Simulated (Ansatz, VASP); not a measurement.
## Two plane-wave programs on Os

```
CELL_PARAMETERS angstrom
0.00000 1.97418 1.94500
1.97418 0.00000 1.94500
1.97418 1.97418 0.00000
ATOMIC_POSITIONS crystal
Os 0.00000 0.00000 0.00000
```

Change from the starting cell: strain +0.015 along x and y, +0.000 along z, atoms carried along.

Alike in both runs: task single point; functional PBEsol; k mesh 20 × 20 × 20; occupations gaussian, width 0.15 eV; no spin polarisation.

```csv
,VASP,Ansatz
version,VASP 6.6.1,Ansatz 0.2.0
potentials or method,"VASP PAW PBE potentials, release 64 (Os), cutoff 520 eV","scalar-relativistic, plane waves, PAW"
valence electrons in the cell,8,16
```

VASP gave:

| Property | Result |
| --- | --- |
| gap on the k mesh at the Fermi level (eV) | none |
| pressure (GPa) | -29.2 |
| traceless stress, the component that is largest in VASP (GPa) | 2.65 |

Task: Estimate Ansatz's values.

Result: gap on the k mesh at the Fermi level (eV): none; pressure (GPa): -29.0; traceless stress, the component that is largest in VASP (GPa): 2.64.

VASP's potentials were made for PBE, not for PBEsol. A gap of «none» marks a metal or a gap that the smearing closes. Both programs put the cell under strong tension, so it lies far from rest at this level. The functional is the same, so the differences come from potentials, cutoffs and numerics. VASP's potentials hold 8 valence electrons a cell and Ansatz's 16, so a difference there can come from the potentials and not from the codes.

Neither program's run includes spin-orbit coupling.
